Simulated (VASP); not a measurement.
Here is a VASP 6.6.1 calculation.

Contents of INCAR:

```
PREC = Accurate
ENCUT = 520
EDIFF = 1E-6
ISMEAR = -1
SIGMA = 0.15
LREAL = False
LASPH = True
NELM = 100
ALGO = Normal
ISIF = 2
LWAVE = False
LCHARG = True
GGA = PE
LELF = True
LVHAR = True
NBANDS = 36
```

KPOINTS

```
regular mesh
0
Gamma
  8 8 8
```

Contents of POSCAR:

```
Zn3PbO
1.0
    4.4466989951      0.0000000000      0.0000000000
    0.0000000000      4.4466989951      0.0000000000
    0.0000000000      0.0000000000      4.4466989951
Zn Pb O
3 1 1
Direct
    0.0000000000      0.5000000000      0.5000000000
    0.5000000000      0.0000000000      0.5000000000
    0.5000000000      0.5000000000      0.0000000000
    0.0000000000      0.0000000000      0.0000000000
    0.5000000000      0.5000000000      0.5000000000
```

Potentials or basis: VASP PAW PBE potentials, release 64 (Zn, Pb_d, O).

The run is started by

```console
$ cat potpaw_PBE.64/Zn/POTCAR potpaw_PBE.64/Pb_d/POTCAR potpaw_PBE.64/O/POTCAR > POTCAR
$ mpirun -np 1 vasp_std > vasp.out
```

Q: Predict the pressure.

A: -1.0 GPa.

Q: Estimate the band gap on the k mesh.

A: Zero (bands 28 and 29 overlap by 1.01 eV).

Caveat: spin-orbit coupling is left out, which moves the levels of the heavy elements.
